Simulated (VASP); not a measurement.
Set up this calculation in VASP 6.6.1, as the native input.

| Quantity | Value |
| --- | --- |
| Task | single point |
| Functional | LDA |
| Potentials or basis | VASP PAW LDA potentials, release 64 (Mn_pv, O) |
| Cutoff | 520 eV |
| k mesh | 11 × 11 × 11 |
| Occupations | fermi-dirac, width 0.05 eV |
| Spin | collinear spin, ferromagnetic start |
| Starting moments | [4.0, 0.0, 0.0] μB |
| Dipole correction | no |
| Further INCAR settings | ALGO = Normal; EDIFF = 1e-07; NBANDS = 24 |

The structure of MnO2 lies in POSCAR:

```
MnO2
1.0
    1.4564504782      0.8408820756      4.6738353618
   -1.4564504782      0.8408820756      4.6738353618
    0.0000000000     -1.6817641514      4.6738353618
Mn O
1 2
Direct
    0.0000000000      0.0000000000      0.0000000000
    0.7356355100      0.7356355100      0.7356355100
    0.2643644900      0.2643644900      0.2643644900
```

These files were run (other wordings do the same):

INCAR

```
PREC = Accurate
ENCUT = 520
EDIFF = 1E-7
ISMEAR = -1
SIGMA = 0.05
LREAL = F
LASPH = T
NELM = 150
ALGO = Normal
ISIF = 2
LWAVE = F
LCHARG = F
ISPIN = 2
MAGMOM = 4 0 0
LORBIT = 11
LMAXMIX = 4
GGA = CA
NBANDS = 24
```

KPOINTS

```
Automatic mesh
0
Gamma
  11 11 11
```

Potentials or basis: VASP PAW LDA potentials, release 64 (Mn_pv, O).

The run is started by

```console
$ cat potpaw_LDA.64/Mn_pv/POTCAR potpaw_LDA.64/O/POTCAR > POTCAR
$ mpirun -np 1 vasp_std > vasp.out
```

Results of the run:

```
Pressure                                              : -17.3 GPa
Largest force                                         : 1.205 eV/Å
Band gap on the k mesh                                : 0.55 eV (least direct gap 0.61 eV)
Net moment                                            : 3.00 μB per cell
Site moments                                          : Mn +2.84; O +0.04 μB
Valence electrons inside the program's atomic spheres : Mn 11.65; O 4.93
```

Caveat: the stress differs along the axes, from -20 to -13 GPa; semilocal functionals underestimate gaps, and a narrow one can read as zero; a cell with one magnetic atom can't hold antiferromagnetic order, which such compounds often take; forces of over 1 eV/Å act on the atoms, so gaps and moduli don't describe the material at rest.

Wall time 17 min on 1 thread of Intel Xeon 8259CL, with other jobs on the host, peak memory 0.33 GiB.
